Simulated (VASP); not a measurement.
Here is a VASP 6.6.1 calculation.

Contents of INCAR:

```
SYSTEM = Ba
PREC = Accurate ; ENCUT = 500
EDIFF = 1E-6 ; ISMEAR = -1
SIGMA = 0.1 ; LREAL = .FALSE.
LASPH = .TRUE. ; NELM = 120
ALGO = Normal ; ISIF = 2
LWAVE = .FALSE. ; LCHARG = .FALSE.
GGA = CA ; NBANDS = 17
GGA_COMPAT = .FALSE.
```

KPOINTS

```
regular mesh
0
G
  4 4 2
  0 0 0
```

POSCAR

```
Ba
1.0
    3.9996500000      0.0000000000      0.0000000000
    0.0000000000      3.9996500000      0.0000000000
    0.0000000000      0.0000000000      7.2110780000
Ba
2
Direct
    0.5000000000      0.5000000000      0.2500000000
    0.5000000000      0.5000000000      0.7500000000
```

Potentials or basis: VASP PAW LDA potentials, release 64 (Ba_sv).

The run is started by

```sh
$ cat potpaw_LDA.64/Ba_sv/POTCAR > POTCAR
$ mpirun -np 1 vasp_std > vasp.out
```

(1) What does it give for the pressure?

(2) Estimate the band gap on the k mesh.

Answers

(1) -0.8 GPa.

(2) zero (bands 10 and 11 overlap by 0.20 eV).

Caveat: the k points lie up to 0.44 Å⁻¹ apart; spin-orbit coupling is left out, which moves the levels of the heavy elements.
